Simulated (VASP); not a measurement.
# Ru (P6_3/mmc) in VASP: further runs

The runs below take Ru through single point, relaxation of cell and atoms, with PBE.

Program: VASP 6.6.1. These are calculated values, not measurements. Logs are shortened: lines on timing, memory, paths and dates and some standing lists are left out, and cuts for length are marked.

**1. The cell of the first run**

It takes space group P6_3/mmc (No. 194, hexagonal). Conventional cell: a = 2.730 Å, b = 2.730 Å, c = 4.309 Å, α = 90.00°, β = 90.00°, γ = 120.00°. Within 3.5 Å of Ru (site symmetry -6m2) lie 12 Ru at 2.67 to 2.73 Å.

**2. Single point, PBE**

The input, INCAR:

```
PREC     = Accurate       # precision mode
ENCUT    = 520            # plane-wave cutoff, eV
EDIFF    = 1E-7           # SCF threshold, eV
ISMEAR   = 0              # smearing method
SIGMA    = 0.1            # smearing width, eV
LREAL    = F              # projectors in reciprocal space
LASPH    = T              # aspherical terms in the spheres
NELM     = 60             # most SCF steps
ALGO     = Fast           # electronic algorithm
ISIF     = 2              # what is computed and relaxed
LWAVE    = F              # write WAVECAR
LCHARG   = F              # write CHGCAR
GGA      = PE             # functional
NBANDS   = 21             # bands
```

The input, KPOINTS:

```
Automatic mesh
0
Gamma
  18 18 10
```

The input, POSCAR:

```
Ru
1.0
    2.7295425065      0.0000000000      0.0000000000
   -1.3647712532      2.3638531514      0.0000000000
    0.0000000000      0.0000000000      4.3088593871
Ru
2
Direct
    0.3333333333      0.6666666667      0.2500000000
    0.6666666667      0.3333333333      0.7500000000
```

Potentials or basis: VASP PAW PBE potentials, release 64 (Ru_pv).

Started as:

```sh
cat potpaw_PBE.64/Ru_pv/POTCAR > POTCAR
mpirun -np 1 vasp_std > vasp.out
```

OUTCAR:

```text
PREC = Accurate
   ENCUT = 520
   EDIFF = 1E-7
   ISMEAR = 0
   LREAL = F
   LASPH = T
   NELM = 60
   ISIF = 2
   GGA = PE

 ion  position               nearest neighbor table
   1  0.333  0.667  0.250-   2 2.67   2 2.67   2 2.67   2 2.67   2 2.67   2 2.67
   2  0.667  0.333  0.750-   1 2.67   1 2.67   1 2.67   1 2.67   1 2.67   1 2.67

  LATTYP: Found a hexagonal cell.
 ALAT       =     2.7295425065
 C/A-ratio  =     1.5786013139

  Lattice vectors:

 A1 = (   2.7295425065,   0.0000000000,   0.0000000000)
 A2 = (  -1.3647712532,   2.3638531514,   0.0000000000)
 A3 = (   0.0000000000,   0.0000000000,   4.3088593871)

Analysis of symmetry for initial positions (statically):
=====================================================================
 Subroutine PRICEL returns:
 Original cell was already a primitive cell.

 Routine SETGRP: Setting up the symmetry group for a
 hexagonal supercell.

 Subroutine GETGRP returns: Found 24 space group operations
 (whereof 12 operations were pure point group operations)
 out of a pool of 24 trial point group operations.

The static configuration has the point symmetry D_3d.
 The point group associated with its full space group is D_6h.

Analysis of symmetry for dynamics (positions and initial velocities):
=====================================================================
 Subroutine PRICEL returns:
 Original cell was already a primitive cell.

 Routine SETGRP: Setting up the symmetry group for a
 hexagonal supercell.

 Subroutine GETGRP returns: Found 24 space group operations
 (whereof 12 operations were pure point group operations)
 out of a pool of 24 trial point group operations.

The dynamic configuration has the point symmetry D_3d.
 The point group associated with its full space group is D_6h.

 Subroutine INISYM returns: Found 24 space group operations
 (whereof 12 operations are pure point group operations),
 and found     1 'primitive' translations

----------------------------------------------------------------------------------------

                                     Primitive cell

  volume of cell :      27.8018

  direct lattice vectors                    reciprocal lattice vectors
[... 80 lines left out ...]
   ICHARG =      2    charge: 1-file 2-atom 10-const
   ISPIN  =      1    spin polarized calculation?
   LNONCOLLINEAR =      F non collinear calculations
   LSORBIT =      F    spin-orbit coupling
   LASPH  =      T    aspherical Exc in radial PAW
   ENCUT  =  520.0 eV  38.22 Ry    6.18 a.u.   5.08  5.08  8.01*2*pi/ulx,y,z
   NELM   =     60;   NELMIN=  2; NELMDL= -5     # of ELM steps
   EDIFF  = 0.1E-06   stopping-criterion for ELM
   LREAL  =      F    real-space projection
   EDIFFG = 0.1E-05   stopping-criterion for IOM
   NSW    =      0    number of steps for IOM
   IBRION =     -1    ionic relax: 0-MD 1-quasi-New 2-CG
   NFREE  =      0    steps in history (QN), initial steepest desc. (CG)
   ISIF   =      2    stress and relaxation
   ISYM   =      2    0-nonsym 1-usesym 2-fastsym
   POTIM  = 0.5000    time-step for ionic-motion
   TEBEG  =    0.0;   TEEND  =   0.0 temperature during run
   PSTRESS=    0.0 pullay stress
   NELECT =      28.0000    total number of electrons
   NUPDOWN=      -1.0000    fix difference up-down
   EMIN   =  10.00;   EMAX   =-10.00  energy-range for DOS
   EFERMI =   0.00;   METHOD = LEGACY
   ISMEAR =     0;   SIGMA  =   0.10  broadening in eV -4-tet -1-fermi 0-gaus
   EFERMI_NEDOS =   21; number of points for ismear=-14 and -15
   IALGO  =     68    algorithm
   IMIX   =      4    mixing-type and parameters
     AMIX     =   0.40;   BMIX     =  1.00
     AMIX_MAG =   1.60;   BMIX_MAG =  1.00
  volume/ion in A,a.u.               =      13.90        93.81
  Fermi-wavevector in a.u.,A,eV,Ry     =   1.640980  3.101003 36.637976  2.692815
  Thomas-Fermi vector in A             =   2.731527
   LORBIT       =      0    0 simple, 1 ext, 2 COOP (PROOUT), +10 PAW based schemes
   GGA     = PE    functional components
   LHFCALC =     F    Hartree Fock is set to
   AEXX    =    0.0000 exact exchange contribution
   IVDW    =     0    specifies the selected vdW correction
   LEPSILON=     F    determine dielectric tensor
   LRPA    =     F    only Hartree local field effects (RPA)
 non-spin polarized calculation
 RMM-DIIS sequential band-by-band and
 Gauss-broadening in eV      SIGMA  =   0.10
  energy-cutoff  :      520.00
  volume of cell :       27.80
 maximum number of plane-waves:       768
   NGX = 11   NGY = 11   NGZ = 17

 number of electron      28.0000014 magnetization

 Free energy of the ion-electron system (eV)
  ---------------------------------------------------
  ext. energy  EPLUGINS =         0.00000000
  ---------------------------------------------------
  free energy    TOTEN  =       -18.46921367 eV

  energy without entropy =      -18.45975771  energy(sigma->0) =      -18.46448569

 E-fermi :  12.4084     XC(G=0): -13.9733

 val. band max:       12.4068278287   @ k =   0.4444   0.1111   0.5000
 cond. band min:      12.4214575868   @ k =   0.0000   0.0000   0.2000
 fundamental gap:      0.0146297581
 Fermi energy:        12.4083830378

 k-point     1 :       0.0000    0.0000    0.0000
  band No.  band energies     occupation
      1     -31.1483      2.00000
      2     -30.2840      2.00000
      3     -30.2840      2.00000
      4     -30.1238      2.00000
      5     -30.1238      2.00000
      6     -30.0850      2.00000
[... 565 lines left out ...]
     20      24.2722      0.00000
     21      24.2937      0.00000

 [... further k-points ...]

------------------------ aborting loop because EDIFF is reached ----------------------------------------

  FORCE on cell =-STRESS in cart. coord.  units (eV):
  Direction    XX          YY          ZZ          XY          YZ          ZX
  --------------------------------------------------------------------------------------
  -------------------------------------------------------------------------------------
  Total       -0.5419137     -0.5419137     -0.5232085     -0.0000000      0.0000000      0.0000000
  in kB      -31.2297144    -31.2297144    -30.1517604     -0.0000000      0.0000000      0.0000000
  external PRESSURE =     -30.8703964 kB  Pullay stress =       0.0000000 kB

 VOLUME and BASIS-vectors are now :
 -----------------------------------------------------------------------------
  energy-cutoff  :      520.00
  volume of cell :       27.80
      direct lattice vectors                 reciprocal lattice vectors
     2.729542507  0.000000000  0.000000000     0.366361761  0.211519061  0.000000000
    -1.364771253  2.363853151  0.000000000     0.000000000  0.423038123  0.000000000
     0.000000000  0.000000000  4.308859387     0.000000000  0.000000000  0.232079980

 POSITION                                       TOTAL-FORCE (eV/Angst)
 -----------------------------------------------------------------------------------
     -0.00000      1.57590      1.07721        -0.000000      0.000000      0.000000
      1.36477      0.78795      3.23164         0.000000      0.000000      0.000000
 -----------------------------------------------------------------------------------
    total drift:                               -0.000000      0.000000     -0.000000

  FREE ENERGIE OF THE ION-ELECTRON SYSTEM (eV)
  ---------------------------------------------------
  free  energy   TOTEN  =       -18.4692136743 eV

  energy  without entropy=      -18.4597577125  energy(sigma->0) =      -18.46448569
```

OSZICAR:

```text
N       E                     dE             d eps       ncg     rms          rms(c)
DAV:   1     0.285436580163E+03    0.28544E+03   -0.17566E+04  9364   0.147E+03
DAV:   2    -0.140714848177E+02   -0.29951E+03   -0.29040E+03  9594   0.442E+02
DAV:   3    -0.197949903365E+02   -0.57235E+01   -0.56906E+01 10999   0.685E+01
DAV:   4    -0.198382119205E+02   -0.43222E-01   -0.43162E-01 11705   0.570E+00
DAV:   5    -0.198387729491E+02   -0.56103E-03   -0.55623E-03 10668   0.572E-01    0.168E+01
RMM:   6    -0.185500313167E+02    0.12887E+01   -0.28524E+00  9475   0.141E+01    0.430E+00
RMM:   7    -0.184760381271E+02    0.73993E-01   -0.33403E-01 10156   0.432E+00    0.960E-01
RMM:   8    -0.184696260557E+02    0.64121E-02   -0.19960E-02 10548   0.133E+00    0.399E-01
RMM:   9    -0.184691993066E+02    0.42675E-03   -0.22422E-03 10632   0.414E-01    0.638E-02
RMM:  10    -0.184692177857E+02   -0.18479E-04   -0.30289E-04 10877   0.160E-01    0.156E-02
RMM:  11    -0.184692157790E+02    0.20067E-05   -0.43866E-05 11334   0.430E-02    0.431E-03
RMM:  12    -0.184692133541E+02    0.24248E-05   -0.86370E-06 11754   0.179E-02    0.230E-03
RMM:  13    -0.184692137495E+02   -0.39537E-06   -0.12002E-06 10250   0.708E-03    0.423E-04
RMM:  14    -0.184692136743E+02    0.75192E-07   -0.12889E-07  7933   0.259E-03
   1 F= -.18469214E+02 E0= -.18464486E+02  d E =-.945596E-02
```

It took 2.5 min on 1 thread of Intel Xeon 8259CL, shared host; peak memory 0.22 GiB.

What came out:

```
Free energy            : -18.4692 eV
Pressure               : -3.1 GPa
Band gap on the k mesh : zero (bands 14 and 15 overlap by 3.02 eV)
```

Stress tensor (GPa, compression positive):
```
-3.12  0.00  0.00
 0.00 -3.12  0.00
 0.00  0.00 -3.02
```

Caveat: the cell stands under tension.

**3. Relaxation of cell and atoms, PBE, target pressure 60 GPa, at which the enthalpy is minimised**

This run uses another cell than the first one, of 11.94 Å³/atom.

The input, INCAR:

```
PREC = Accurate
ENCUT = 600
EDIFF = 1E-7
ISMEAR = 0
SIGMA = 0.1
LREAL = False
LASPH = True
NELM = 80
ALGO = Fast
ISIF = 3
LWAVE = False
LCHARG = False
GGA = PE
IBRION = 2
NSW = 70
EDIFFG = -0.008
PSTRESS = 600.0
```

KPOINTS is that of step 2.

The input, POSCAR:

```
Ru
1.0
    2.5908966236      0.0000000000      0.0000000000
   -1.2954483118      2.2437822947      0.0000000000
    0.0000000000      0.0000000000      4.1063474336
Ru
2
Direct
    0.3333333333      0.6666666667      0.2500000000
    0.6666666667      0.3333333333      0.7500000000
```

Potentials or basis: VASP PAW PBE potentials, release 64 (Ru_pv).

Started as:

```sh
cat potpaw_PBE.64/Ru_pv/POTCAR > POTCAR
mpirun -np 1 vasp_std > vasp.out
```

OUTCAR:

```text
PREC = Accurate
   ENCUT = 600
   EDIFF = 1E-7
   ISMEAR = 0
   LREAL = False
   LASPH = True
   NELM = 80
   ISIF = 3
   GGA = PE
   IBRION = 2
   NSW = 70
   EDIFFG = -0.008
   PSTRESS = 600.0

 ion  position               nearest neighbor table
   1  0.333  0.667  0.250-   2 2.54   2 2.54   2 2.54   2 2.54   2 2.54   2 2.54
   2  0.667  0.333  0.750-   1 2.54   1 2.54   1 2.54   1 2.54   1 2.54   1 2.54

  LATTYP: Found a hexagonal cell.
 ALAT       =     2.5908966236
 C/A-ratio  =     1.5849136535

  Lattice vectors:

 A1 = (   2.5908966236,   0.0000000000,   0.0000000000)
 A2 = (  -1.2954483118,   2.2437822947,   0.0000000000)
 A3 = (   0.0000000000,   0.0000000000,   4.1063474336)

Analysis of symmetry for initial positions (statically):
=====================================================================
 Subroutine PRICEL returns:
 Original cell was already a primitive cell.

 Routine SETGRP: Setting up the symmetry group for a
 hexagonal supercell.

 Subroutine GETGRP returns: Found 24 space group operations
 (whereof 12 operations were pure point group operations)
 out of a pool of 24 trial point group operations.

The static configuration has the point symmetry D_3d.
 The point group associated with its full space group is D_6h.

Analysis of symmetry for dynamics (positions and initial velocities):
=====================================================================
 Subroutine PRICEL returns:
 Original cell was already a primitive cell.

 Routine SETGRP: Setting up the symmetry group for a
 hexagonal supercell.

 Subroutine GETGRP returns: Found 24 space group operations
 (whereof 12 operations were pure point group operations)
 out of a pool of 24 trial point group operations.

The dynamic configuration has the point symmetry D_3d.
 The point group associated with its full space group is D_6h.

[... 123 lines left out ...]
   GGA     = PE    functional components
   LHFCALC =     F    Hartree Fock is set to
   AEXX    =    0.0000 exact exchange contribution
   IVDW    =     0    specifies the selected vdW correction
   LEPSILON=     F    determine dielectric tensor
   LRPA    =     F    only Hartree local field effects (RPA)
 conjugate gradient relaxation of ions
 non-spin polarized calculation
 RMM-DIIS sequential band-by-band and
 Gauss-broadening in eV      SIGMA  =   0.10
  energy-cutoff  :      600.00
  volume of cell :       23.87
 maximum number of plane-waves:       818
 NGX is ok and might be reduce to    24
   NGX = 11   NGY = 11   NGZ = 17

--------------------------------------- Ionic step        1  -------------------------------------------

 number of electron      28.0000003 magnetization

 Free energy of the ion-electron system (eV)
  ---------------------------------------------------
  ext. energy  EPLUGINS =         0.00000000
  ---------------------------------------------------
  free energy    TOTEN  =       -17.84546682 eV

  energy without entropy =      -17.83798112  energy(sigma->0) =      -17.84172397

------------------------ aborting loop because EDIFF is reached ----------------------------------------

  FORCE on cell =-STRESS in cart. coord.  units (eV):
  Direction    XX          YY          ZZ          XY          YZ          ZX
  --------------------------------------------------------------------------------------
  -------------------------------------------------------------------------------------
  Total        9.2756628      9.2756628      9.5139114      0.0000000      0.0000000      0.0000000
  in kB      622.5425543    622.5425543    638.5327734      0.0000000      0.0000000      0.0000000
  external PRESSURE =      27.8726273 kB  Pullay stress =     600.0000000 kB
[... 253 lines left out ...]
--------------------------------------- Ionic step        8  -------------------------------------------

 number of electron      28.0000004 magnetization

 Free energy of the ion-electron system (eV)
  ---------------------------------------------------
  ext. energy  EPLUGINS =         0.00000000
  ---------------------------------------------------
  free energy    TOTEN  =       -17.88811136 eV

  energy without entropy =      -17.88062782  energy(sigma->0) =      -17.88436959

 E-fermi :  15.2387     XC(G=0): -14.9044

 val. band max:       15.2265932947   @ k =   0.2778   0.0000   0.0000
 cond. band min:      15.2390393361   @ k =   0.1667   0.1111   0.3000
 fundamental gap:      0.0124460414
 Fermi energy:        15.2387228809

 k-point     1 :       0.0000    0.0000    0.0000
  band No.  band energies     occupation
      1     -28.9532      2.00000
      2     -27.5571      2.00000
      3     -27.5571      2.00000
      4     -27.3134      2.00000
      5     -27.3134      2.00000
      6     -27.2581      2.00000
[... 481 lines left out ...]
      5     -27.6834      2.00000
      6     -27.5756      2.00000
[... 10 lines left out ...]
     17      19.7485      0.00000
     18      23.8208      0.00000

 [... further k-points ...]

------------------------ aborting loop because EDIFF is reached ----------------------------------------

  FORCE on cell =-STRESS in cart. coord.  units (eV):
  Direction    XX          YY          ZZ          XY          YZ          ZX
  --------------------------------------------------------------------------------------
  -------------------------------------------------------------------------------------
  Total        8.9804347      8.9804347      8.9944953      0.0000000     -0.0000000      0.0000000
  in kB      599.9414247    599.9414248    600.8807441      0.0000000     -0.0000000      0.0000000
  external PRESSURE =       0.2545312 kB  Pullay stress =     600.0000000 kB
[... 21 lines left out ...]
  energy  without entropy=      -17.8806278235  energy(sigma->0) =      -17.88436959

  enthalpy is  TOTEN    =        -8.9067998180 eV   P V=        8.9813115404

 reached required accuracy - stopping structural energy minimisation
```

Run time: 15 min. Hardware: 1 thread of Intel Xeon 8259CL, shared host; peak memory 0.24 GiB.

Results:

- Free energy: -17.8881 eV
- Relaxed volume: 11.99 Å³/atom
- Relaxed cell: a = 2.593 Å, b = 2.593 Å, c = 4.118 Å, α = 90.00°, β = 90.00°, γ = 120.00°
- Space group after relaxing (to 0.1 Å): P6_3/mmc (No. 194)
- Energy change on relaxing (the run minimises the enthalpy): -21.3 meV/atom
- Ionic steps: 8
- Pressure after relaxing: 60.0 GPa
- Band gap on the k mesh: zero (bands 14 and 15 overlap by 3.79 eV)

Step by step:
```tsv
step	energy change (eV)	largest force (eV/Å)	pressure (GPa)	volume (Å³)
1	0.0000	0.0000	62.79	23.87
2	-0.2446	0.0000	46.03	24.60
3	-0.0455	0.0000	59.75	23.99
4	-0.0434	0.0000	60.00	23.98
5	-0.0443	0.0000	59.92	23.99
6	-0.0402	0.0000	60.14	23.98
7	-0.0424	0.0000	60.08	23.98
8	-0.0426	0.0000	60.03	23.98
```

Final structure:
```
Ru
1.0
     2.59319    0.00000    0.00000
    -1.29660    2.24577    0.00000
     0.00000    0.00000    4.11812
Ru
2
Direct
  0.33333 0.66667 0.25000
  0.66667 0.33333 0.75000
```

Levels at points of the mesh, in eV from the Fermi level:
```
           k point  band 12  band 13  band 14  band 15  band 16  band 17
(0.00, 0.00, 0.00)    -2.30    -2.30    -1.63    -1.63     1.42     1.42
(0.50, 0.00, 0.00)    -1.96    -1.79     1.80     2.30     2.35     4.85
(0.00, 0.00, 0.50)    -3.31    -3.12    -3.12     0.68     0.68     0.68
(0.50, 0.00, 0.50)    -1.26     0.57     0.57     2.10     2.10     3.97
```

Caveat: the cell is relaxed towards a set pressure, so the run minimises the enthalpy, not the energy.

[end of part 1 of 2]
